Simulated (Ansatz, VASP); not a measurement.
# Al in VASP and in Ansatz

File INCAR:

```
  ALGO = Fast
  EDIFF = 1E-6
  ENCUT = 520
  GGA = PE
  ISIF = 2
  ISMEAR = 0
  IVDW = 12
  LASPH = True
  LCHARG = True
  LELF = True
  LREAL = False
  LVHAR = True
  LWAVE = False
  NBANDS = 10
  NELM = 80
  PREC = Accurate
  SIGMA = 0.15
```

KPOINTS

```
k-points
0
Gamma
  24 24 24
```

POSCAR

```
Al
1.0
    0.0000000000     -1.9913628294     -1.9913628294
   -1.9913628294      0.0000000000     -1.9913628294
    1.9913628294      1.9913628294     -3.9827256588
Al
2
Direct
    0.5086978163      0.5086978163      0.4739065511
   -0.0086978163     -0.0086978163      0.0260934489
```

Input for Ansatz:

```yaml
crystal:
  lattice:
    - [0.0, -1.9913628294, -1.9913628294]
    - [-1.9913628294, 0.0, -1.9913628294]
    - [1.9913628294, 1.9913628294, -3.9827256588]
  atoms:
    - { symbol: Al, position: [0.5086978163, 0.5086978163, 0.4739065511] }
    - { symbol: Al, position: [-0.0086978163, -0.0086978163, 0.0260934489] }
basis:
  ecutwfc: 420
kpoints:
  mp_grid: { grid: [24, 24, 24] }
hamiltonian:
  xc: pbe
  dispersion: d3bj
scf:
  occupations: { method: gaussian, width: 0.15 }
output:
  forces: true
  stress: true
  eigenvalues: true
```

Change from the starting cell: mode 6 (347.1 1/cm) frozen in, largest displacement -0.120 Å.

Alike in both runs: task single point; functional PBE; dispersion D3(BJ); k mesh 24 × 24 × 24; occupations gaussian, width 0.15 eV; no spin polarisation.

```csv
,VASP,Ansatz
version,VASP 6.6.1,Ansatz 0.2.0
potentials or method,"VASP PAW PBE potentials, release 64 (Al), cutoff 520 eV","scalar-relativistic, plane waves, PAW"
valence electrons in the cell,6,6
```

|  | VASP | Ansatz | Ansatz less VASP |
| --- | --- | --- | --- |
| gap on the k mesh at the Fermi level (eV) | none | none | - |
| pressure (GPa) | 2.6 | 2.7 | +0.03 |
| traceless stress, the component that is largest in VASP (GPa) | 0.79 | 0.79 | 0.000 |
| rms of the force components (eV/Å) | 0.876 | 0.876 | -0.0006 |

Atom by atom the forces differ by 0.001 eV/Å (rms over components). A gap of «none» marks a metal or a gap that the smearing closes.
